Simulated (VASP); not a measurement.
# LiNbO3 (Pm-3m) in VASP: single point with PBEsol

Aim: the single point of LiNbO3 with PBEsol.

Everything below comes from runs of VASP 6.6.1. Logs are shortened: lines on timing, memory, paths and dates and some standing lists are left out, and cuts for length are marked.

## (1) The cell of the first run

Symmetry: Pm-3m, No. 221, cubic system. Conventional cell: a = 3.926 Å, b = 3.926 Å, c = 3.926 Å, α = 90.00°, β = 90.00°, γ = 90.00°. Within 3.7 Å of Li (site symmetry m-3m) lie 12 O at 2.78 Å and 8 Nb at 3.40 Å. Within 2.6 Å of Nb (site symmetry m-3m) lie 6 O at 1.96 Å. O (site symmetry 4/mmm) has 2 Nb at 1.96 Å within 2.6 Å.

## (2) Single point, PBEsol

The input, INCAR:

```
SYSTEM = LiNbO3
PREC = Accurate
ENCUT = 520
EDIFF = 1E-7
ISMEAR = -1
SIGMA = 0.03
LREAL = .False.
LASPH = .True.
NELM = 100
ALGO = Normal
ISIF = 2
LWAVE = .False.
LCHARG = .False.
GGA = PS
NBANDS = 45
```

The input, KPOINTS:

```
Automatic mesh
0
Gamma
  6 6 6
  0 0 0
```

The input, POSCAR:

```
LiNbO3
1.0
    0.0000000000      3.9260599586      3.9260599586
    3.9260599586      0.0000000000      3.9260599586
    3.9260599586      3.9260599586      0.0000000000
Li Nb O
2 2 6
Direct
    0.2500000000      0.2500000000      0.2500000000
    0.7500000000      0.7500000000      0.7500000000
    0.5000000000      0.5000000000      0.5000000000
    0.0000000000      0.0000000000      0.0000000000
    0.2500000153      0.2500000153      0.7499999847
    0.2500000153      0.7499999847      0.7499999847
    0.7499999847      0.7499999847      0.2500000153
    0.2500000153      0.7499999847      0.2500000153
    0.7499999847      0.2500000153      0.7499999847
    0.7499999847      0.2500000153      0.2500000153
```

Potentials or basis: VASP PAW PBE potentials, release 64 (Li_sv, Nb_sv, O).

The run is started by

```bash
$ cat potpaw_PBE.64/Li_sv/POTCAR potpaw_PBE.64/Nb_sv/POTCAR potpaw_PBE.64/O/POTCAR > POTCAR
$ mpirun -np 1 vasp_std > vasp.out
```

OUTCAR:

```text
SYSTEM = LiNbO3
   PREC = Accurate
   ENCUT = 520
   EDIFF = 1E-7
   ISMEAR = -1
   LREAL = .False.
   LASPH = .True.
   NELM = 100
   ISIF = 2
   GGA = PS

 ion  position               nearest neighbor table
   1  0.250  0.250  0.250-
   2  0.750  0.750  0.750-
   3  0.500  0.500  0.500-   5 1.96   6 1.96   7 1.96   8 1.96   9 1.96  10 1.96
   4  0.000  0.000  0.000-   5 1.96   6 1.96   7 1.96   8 1.96   9 1.96  10 1.96
   5  0.250  0.250  0.750-   3 1.96   4 1.96
   6  0.250  0.750  0.750-   3 1.96   4 1.96
   7  0.750  0.750  0.250-   3 1.96   4 1.96
   8  0.250  0.750  0.250-   3 1.96   4 1.96
   9  0.750  0.250  0.750-   3 1.96   4 1.96
  10  0.750  0.250  0.250-   3 1.96   4 1.96

  LATTYP: Found a face centered cubic cell.
 ALAT       =     7.8521199172

  Lattice vectors:

 A1 = (   0.0000000000,   3.9260599586,   3.9260599586)
 A2 = (   3.9260599586,   0.0000000000,   3.9260599586)
 A3 = (   3.9260599586,   3.9260599586,   0.0000000000)

Analysis of symmetry for initial positions (statically):
=====================================================================
 Subroutine PRICEL returns following result:

  LATTYP: Found a simple cubic cell.
 ALAT       =     3.9260599586

  Lattice vectors:

 A1 = (  -3.9260599586,   0.0000000000,   0.0000000000)
 A2 = (   0.0000000000,   0.0000000000,   3.9260599586)
 A3 = (   0.0000000000,   3.9260599586,   0.0000000000)

   2 primitive cells build up your supercell.

 Routine SETGRP: Setting up the symmetry group for a
 face centered cubic supercell.

 Subroutine GETGRP returns: Found 48 space group operations
 (whereof 48 operations were pure point group operations)
 out of a pool of 48 trial point group operations.

The static configuration has the point symmetry O_h .

Analysis of symmetry for dynamics (positions and initial velocities):
=====================================================================
 Subroutine PRICEL returns following result:

  LATTYP: Found a simple cubic cell.
 ALAT       =     3.9260599586

  Lattice vectors:

 A1 = (  -3.9260599586,   0.0000000000,   0.0000000000)
 A2 = (   0.0000000000,   0.0000000000,   3.9260599586)
 A3 = (   0.0000000000,   3.9260599586,   0.0000000000)

   2 primitive cells build up your supercell.

 Routine SETGRP: Setting up the symmetry group for a
 face centered cubic supercell.

 Subroutine GETGRP returns: Found 48 space group operations
 (whereof 48 operations were pure point group operations)
 out of a pool of 48 trial point group operations.

The dynamic configuration has the point symmetry O_h .

 Subroutine INISYM returns: Found 48 space group operations
 (whereof 48 operations are pure point group operations),
 and found     2 'primitive' translations

----------------------------------------------------------------------------------------

                                     Primitive cell

  volume of cell :      60.5161

  direct lattice vectors                    reciprocal lattice vectors
    -3.926059959  0.000000000  0.000000000    -0.254708285  0.000000000  0.000000000
     0.000000000  0.000000000  3.926059959     0.000000000  0.000000000  0.254708285
     0.000000000  3.926059959  0.000000000     0.000000000  0.254708285  0.000000000

  length of vectors
     3.926059959  3.926059959  3.926059959     0.254708285  0.254708285  0.254708285

  position of ions in fractional coordinates (direct lattice)
     0.500000000  0.500000000  0.500000000
     0.000000000  1.000000000  1.000000000
     0.000000000  0.500000031  1.000000000
     0.499999969  1.000000000  1.000000000
     0.000000000  1.000000000  0.500000031

  ion indices of the primitive-cell ions
   primitive index   ion index
                 1           1
                 2           3
                 3           5
                 4          10
                 5           8

----------------------------------------------------------------------------------------

 KPOINTS: Automatic mesh

Automatic generation of k-mesh.
 Grid dimensions read from file:
 generate k-points for:    6    6    6

 Generating k-lattice:

  Cartesian coordinates                     Fractional coordinates (reciprocal lattice)
    -0.021225690  0.021225690  0.021225690     0.166666667  0.000000000  0.000000000
     0.021225690 -0.021225690  0.021225690     0.000000000  0.166666667  0.000000000
     0.021225690  0.021225690 -0.021225690     0.000000000  0.000000000  0.166666667

  Length of vectors
     0.036763974  0.036763974  0.036763974

  Shift w.r.t. Gamma in fractional coordinates (k-lattice)
     0.000000000  0.000000000  0.000000000

 Subroutine IBZKPT returns following result:
 ===========================================

 Found     16 irreducible k-points:

 Following reciprocal coordinates:
            Coordinates               Weight
  0.000000  0.000000  0.000000      1.000000
  0.166667  0.000000  0.000000      8.000000
  0.333333  0.000000  0.000000      8.000000
  0.500000  0.000000  0.000000      4.000000
  0.166667  0.166667  0.000000      6.000000
  0.333333  0.166667  0.000000     24.000000
[... 8 lines left out ...]
 -0.333333  0.333333  0.166667     24.000000
 -0.333333  0.500000  0.166667     12.000000
   k-points           NKPTS =     16   k-points in BZ     NKDIM =     16   number of bands    NBANDS=     45
   number of dos      NEDOS =    301   number of ions     NIONS =     10
   total plane-waves  NPLWV =  74088
   dimension x,y,z NGX =    42 NGY =   42 NGZ =   42
   dimension x,y,z NGXF=    84 NGYF=   84 NGZF=   84
   ions per type =               2   2   6
   NGX,Y,Z   is equivalent  to a cutoff of  12.58, 12.58, 12.58 a.u.
   NGXF,Y,Z  is equivalent  to a cutoff of  25.15, 25.15, 25.15 a.u.
 SYSTEM =  LiNbO3
   PREC   = accura    normal or accurate (medium, high low for compatibility)
   ISTART =      0    job   : 0-new  1-cont  2-samecut
   ICHARG =      2    charge: 1-file 2-atom 10-const
   ISPIN  =      1    spin polarized calculation?
   LNONCOLLINEAR =      F non collinear calculations
   LSORBIT =      F    spin-orbit coupling
   LASPH  =      T    aspherical Exc in radial PAW
   ENCUT  =  520.0 eV  38.22 Ry    6.18 a.u.  10.32 10.32 10.32*2*pi/ulx,y,z
   NELM   =    100;   NELMIN=  2; NELMDL= -5     # of ELM steps
   EDIFF  = 0.1E-06   stopping-criterion for ELM
   LREAL  =      F    real-space projection
   EDIFFG = 0.1E-05   stopping-criterion for IOM
   NSW    =      0    number of steps for IOM
   IBRION =     -1    ionic relax: 0-MD 1-quasi-New 2-CG
   NFREE  =      0    steps in history (QN), initial steepest desc. (CG)
   ISIF   =      2    stress and relaxation
   ISYM   =      2    0-nonsym 1-usesym 2-fastsym
   POTIM  = 0.5000    time-step for ionic-motion
   TEBEG  =    0.0;   TEEND  =   0.0 temperature during run
   PSTRESS=    0.0 pullay stress
   NELECT =      68.0000    total number of electrons
   NUPDOWN=      -1.0000    fix difference up-down
   EMIN   =  10.00;   EMAX   =-10.00  energy-range for DOS
   EFERMI =   0.00;   METHOD = LEGACY
   ISMEAR =    -1;   SIGMA  =   0.03  broadening in eV -4-tet -1-fermi 0-gaus
   EFERMI_NEDOS =   21; number of points for ismear=-14 and -15
   IALGO  =     38    algorithm
   IMIX   =      4    mixing-type and parameters
     AMIX     =   0.40;   BMIX     =  1.00
     AMIX_MAG =   1.60;   BMIX_MAG =  1.00
  volume/ion in A,a.u.               =      12.10        81.68
  Fermi-wavevector in a.u.,A,eV,Ry     =   1.350862  2.552758 24.828282  1.824827
  Thomas-Fermi vector in A             =   2.478331
   LORBIT       =      0    0 simple, 1 ext, 2 COOP (PROOUT), +10 PAW based schemes
   GGA     = PS    functional components
   LHFCALC =     F    Hartree Fock is set to
   AEXX    =    0.0000 exact exchange contribution
   IVDW    =     0    specifies the selected vdW correction
   LEPSILON=     F    determine dielectric tensor
   LRPA    =     F    only Hartree local field effects (RPA)
 non-spin polarized calculation
  energy-cutoff  :      520.00
  volume of cell :      121.03
 maximum number of plane-waves:      3287
 NGX is ok and might be reduce to    42
   NGX = 21   NGY = 21   NGZ = 21

 number of electron      68.0000035 magnetization

 Free energy of the ion-electron system (eV)
  ---------------------------------------------------
  ext. energy  EPLUGINS =         0.00000000
  ---------------------------------------------------
  free energy    TOTEN  =       -81.80522006 eV

  energy without entropy =      -81.80522006  energy(sigma->0) =      -81.80522006

 E-fermi :   3.9736     XC(G=0): -10.2299

 val. band max:        3.2921721381   @ k =   0.0000   0.0000   0.0000
 cond. band min:       4.9547766579   @ k =   0.0000   0.0000   0.0000
 fundamental gap:      1.6626045198
 Fermi energy:         3.9736408558

 k-point     1 :       0.0000    0.0000    0.0000
  band No.  band energies     occupation
      1     -51.3515      2.00000
      2     -51.3417      2.00000
      3     -41.4947      2.00000
      4     -41.4939      2.00000
      5     -27.6742      2.00000
      6     -27.6742      2.00000
[... 37 lines left out ...]
     44      10.1257      0.00000
     45      13.2885      0.00000

 k-point     2 :       0.1667    0.0000    0.0000
  band No.  band energies     occupation
      1     -51.3508      2.00000
      2     -51.3423      2.00000
      3     -41.4946      2.00000
      4     -41.4939      2.00000
      5     -27.6640      2.00000
      6     -27.6636      2.00000
[... 37 lines left out ...]
     44      10.3408      0.00000
     45      12.5809      0.00000

 k-point     3 :       0.3333    0.0000    0.0000
  band No.  band energies     occupation
      1     -51.3490      2.00000
      2     -51.3441      2.00000
      3     -41.4944      2.00000
      4     -41.4940      2.00000
      5     -27.6357      2.00000
      6     -27.6347      2.00000
[... 37 lines left out ...]
     44      10.8997      0.00000
     45      11.7118      0.00000

 k-point     4 :       0.5000    0.0000    0.0000
  band No.  band energies     occupation
      1     -51.3466      2.00000
      2     -51.3466      2.00000
      3     -41.4943      2.00000
      4     -41.4943      2.00000
      5     -27.5959      2.00000
      6     -27.5959      2.00000
[... 517 lines left out ...]
     44      11.4102      0.00000
     45      11.7396      0.00000

 k-point    15 :      -0.3333    0.3333    0.1667
  band No.  band energies     occupation
      1     -51.3466      2.00000
      2     -51.3465      2.00000
      3     -41.4942      2.00000
      4     -41.4942      2.00000
      5     -27.6728      2.00000
      6     -27.6728      2.00000
[... 37 lines left out ...]
     44      10.8426      0.00000
     45      11.5023      0.00000

 k-point    16 :      -0.3333    0.5000    0.1667
  band No.  band energies     occupation
      1     -51.3474      2.00000
      2     -51.3457      2.00000
      3     -41.4943      2.00000
      4     -41.4941      2.00000
      5     -27.6865      2.00000
      6     -27.6830      2.00000
[... 37 lines left out ...]
     44      10.9824      0.00000
     45      11.2840      0.00000

------------------------ aborting loop because EDIFF is reached ----------------------------------------

  FORCE on cell =-STRESS in cart. coord.  units (eV):
  Direction    XX          YY          ZZ          XY          YZ          ZX
  --------------------------------------------------------------------------------------
  -------------------------------------------------------------------------------------
  Total       -0.2660419     -0.2660419     -0.2660419      0.0000000      0.0000000     -0.0000000
  in kB       -3.5217604     -3.5217604     -3.5217604      0.0000000      0.0000000     -0.0000000
  external PRESSURE =      -3.5217604 kB  Pullay stress =       0.0000000 kB

 VOLUME and BASIS-vectors are now :
 -----------------------------------------------------------------------------
  energy-cutoff  :      520.00
  volume of cell :      121.03
      direct lattice vectors                 reciprocal lattice vectors
     0.000000000  3.926059959  3.926059959    -0.127354143  0.127354143  0.127354143
     3.926059959  0.000000000  3.926059959     0.127354143 -0.127354143  0.127354143
     3.926059959  3.926059959  0.000000000     0.127354143  0.127354143 -0.127354143

 POSITION                                       TOTAL-FORCE (eV/Angst)
 -----------------------------------------------------------------------------------
      1.96303      1.96303      1.96303        -0.000000     -0.000000     -0.000000
      5.88909      5.88909      5.88909        -0.000000     -0.000000     -0.000000
      3.92606      3.92606      3.92606        -0.000000     -0.000000     -0.000000
      0.00000      0.00000      0.00000        -0.000000     -0.000000     -0.000000
      3.92606      3.92606      1.96303        -0.000000     -0.000000      0.000000
      5.88909      3.92606      3.92606         0.000000     -0.000000     -0.000000
      3.92606      3.92606      5.88909        -0.000000     -0.000000      0.000000
      3.92606      1.96303      3.92606        -0.000000      0.000000     -0.000000
      3.92606      5.88909      3.92606        -0.000000     -0.000000     -0.000000
      1.96303      3.92606      3.92606         0.000000     -0.000000     -0.000000
 -----------------------------------------------------------------------------------
    total drift:                               -0.000000     -0.000000      0.000000

  FREE ENERGIE OF THE ION-ELECTRON SYSTEM (eV)
  ---------------------------------------------------
  free  energy   TOTEN  =       -81.8052200599 eV

  energy  without entropy=      -81.8052200599  energy(sigma->0) =      -81.80522006
```

Run time: 2.2 min. Hardware: 1 thread of AMD EPYC 9R14 (Zen 4), shared host; peak memory 0.25 GiB.

What came out:

```yaml
Free_energy: -81.8052 eV
Band_gap_on_the_k_mesh: 1.66 eV
```

Caveat: the cutoff is under 1.25 times the usual one of these potentials, so pressure, stress and relaxed cells hold a basis-set (Pulay) error; the PAW data sets were made with another functional, which shifts forces and pressure a little. A hybrid or GW would open this gap; PBEsol tends to underestimate it.
